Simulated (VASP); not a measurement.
Set up this calculation in VASP 6.6.1, as the native input.

```yaml
Task: single point
Functional: PBE
Potentials_or_basis: VASP PAW PBE potentials, release 64 (Sn_d, Bi_d, O)
Cutoff: 520 eV
k_mesh: 8 × 8 × 8
Occupations: gaussian, width 0.02 eV
Spin: no spin polarisation
Dipole_correction: no
Further_INCAR_settings: ALGO = Normal; EDIFF = 1e-06; NBANDS = 47
```

The structure of SnBi2O5 lies in POSCAR:

```
SnBi2O5
1.0
   -2.7908543461      2.7908543461      5.0913986400
    2.7908543461     -2.7908543461      5.0913986400
    2.7908543461      2.7908543461     -5.0913986400
Sn Bi O
1 2 5
Direct
    0.0324750417      0.0324750417      0.0000000000
    0.8406325018      0.3406325018      0.5000000000
    0.3406325018      0.8406325018      0.5000000000
    0.7087795679      0.1845564608      0.0000000000
    0.1845564608      0.1845564608      0.4757768929
    0.7087795679      0.7087795679      0.5242231071
    0.1845564608      0.7087795679      0.0000000000
    0.2225858774      0.2225858774      0.0000000000
```

The cell was generated, and may not be a known phase.

These files were run (other wordings do the same):

INCAR

```
SYSTEM = SnBi2O5
ALGO = Normal ; EDIFF = 1E-6
ENCUT = 520 ; GGA = PE
ISIF = 2 ; ISMEAR = 0
LASPH = .TRUE. ; LCHARG = .TRUE.
LELF = .TRUE. ; LREAL = .FALSE.
LVHAR = .TRUE. ; LWAVE = .FALSE.
NBANDS = 47 ; NELM = 60
PREC = Accurate ; SIGMA = 0.02
```

KPOINTS

```
k-points
0
G
  8 8 8
  0 0 0
```

Potentials or basis: VASP PAW PBE potentials, release 64 (Sn_d, Bi_d, O).

The run is started by

```bash
$ cat potpaw_PBE.64/Sn_d/POTCAR potpaw_PBE.64/Bi_d/POTCAR potpaw_PBE.64/O/POTCAR > POTCAR
$ mpirun -np 1 vasp_std > vasp.out
```

It gave:

```yaml
Pressure: 0.3 GPa
Largest_force: 0.087 eV/Å
Band_gap_on_the_k_mesh: 1.60 eV (least direct gap 1.67 eV)
```

Caveat: spin-orbit coupling is left out, which moves the levels of the heavy elements.

Run time: 5.5 min on 1 thread of Intel(R) Xeon(R) 6975P-C (Granite Rapids), with other jobs on the host, peak memory 0.56 GiB.
